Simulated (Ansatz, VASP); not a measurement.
**One calculation of B3C2, two programs**

```
CELL_PARAMETERS angstrom
5.91066 0.00000 0.00000
-2.95533 5.11878 0.00000
0.00000 0.00000 3.64833
ATOMIC_POSITIONS crystal
B 0.69495 0.61584 0.25000
B 0.61584 0.92090 0.75000
B 0.92090 0.30505 0.25000
B 0.07910 0.69495 0.75000
B 0.30505 0.38416 0.75000
B 0.38416 0.07910 0.25000
C 0.66667 0.33333 0.75000
C 0.33333 0.66667 0.25000
C 0.00000 0.00000 0.50000
C 0.00000 0.00000 0.00000
```

Change from the starting cell: species swapped into the Er3Ru2 type (P6_3/m, No. 176).

Alike in both runs: task single point; functional PBE; k mesh 3 × 3 × 6; occupations gaussian, width 0.1 eV; collinear spin.

```csv
,VASP,Ansatz
version,VASP 6.6.1,Ansatz 0.2.0
potentials or method,"VASP PAW PBE potentials, release 64 (B, C), cutoff 520 eV","scalar-relativistic, plane waves, PAW"
valence electrons in the cell,34,34
```

```tsv
	VASP	Ansatz	Ansatz less VASP
gap on the k mesh at the Fermi level (eV)	none	none	-
rms of the force components (eV/Å)	0.320	0.320	-0.0004
net moment per atom (μB)	0.00	0.00	0.000
```

Atom by atom the forces differ by 0.000 eV/Å (rms over components). A gap of «none» marks a metal or a gap that the smearing closes. With one functional, cell and mesh, what is left measures potentials, basis and numerics. Ansatz's warnings: seeded moment not kept.

The k mesh is coarse, so the values compare programs but aren't converged.
